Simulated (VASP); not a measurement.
Wanted: the native input for a VASP 6.6.1 run.

```
Task                   : single point
Functional             : PBE
Potentials or basis    : VASP PAW PBE potentials, release 64 (Ba_sv, F)
Cutoff                 : 600 eV
k mesh                 : 6 × 6 × 6
Occupations            : gaussian, width 0.05 eV
Spin                   : no spin polarisation
Dipole correction      : no
Further INCAR settings : ALGO = Normal; EDIFF = 1e-06; NBANDS = 19
```

The structure of BaF2 lies in POSCAR:

```
BaF2
1.0
    0.0000000000      3.2550525000      3.2550525000
    3.2550525000      0.0000000000      3.2550525000
    3.2550525000      3.2550525000      0.0000000000
Ba F
1 2
Direct
    0.0000000000      0.0000000000      0.0000000000
    0.2500000000      0.2500000000      0.2500000000
    0.7500000000      0.7500000000      0.7500000000
```

This cell differs from its parent crystal: strain +0.050 along x and y, +0.050 along z.

The input as run:

INCAR

```
SYSTEM = BaF2
ALGO = Normal
EDIFF = 1E-6
ENCUT = 600
GGA = PE
GGA_COMPAT = .False.
ISIF = 2
ISMEAR = 0
LASPH = .True.
LCHARG = .False.
LREAL = .False.
LWAVE = .False.
NBANDS = 19
NELM = 120
PREC = Accurate
SIGMA = 0.05
```

KPOINTS

```
k-points
0
Gamma
  6 6 6
  0 0 0
```

Potentials or basis: VASP PAW PBE potentials, release 64 (Ba_sv, F).

Run with:

```bash
$ cat potpaw_PBE.64/Ba_sv/POTCAR potpaw_PBE.64/F/POTCAR > POTCAR
$ mpirun -np 1 vasp_std > vasp.out
```

Results of the run:

The pressure is -4.5 GPa and the band gap on the k mesh is 6.13 eV, indirect (least direct gap 6.15 eV).

Caveat: the cell differs from its parent crystal (strain +0.050 along x and y, +0.050 along z); spin-orbit coupling is left out, which moves the levels of the heavy elements.

It took 52 s on 1 thread of Intel Xeon 8259CL (shared host), peak memory 0.24 GiB.
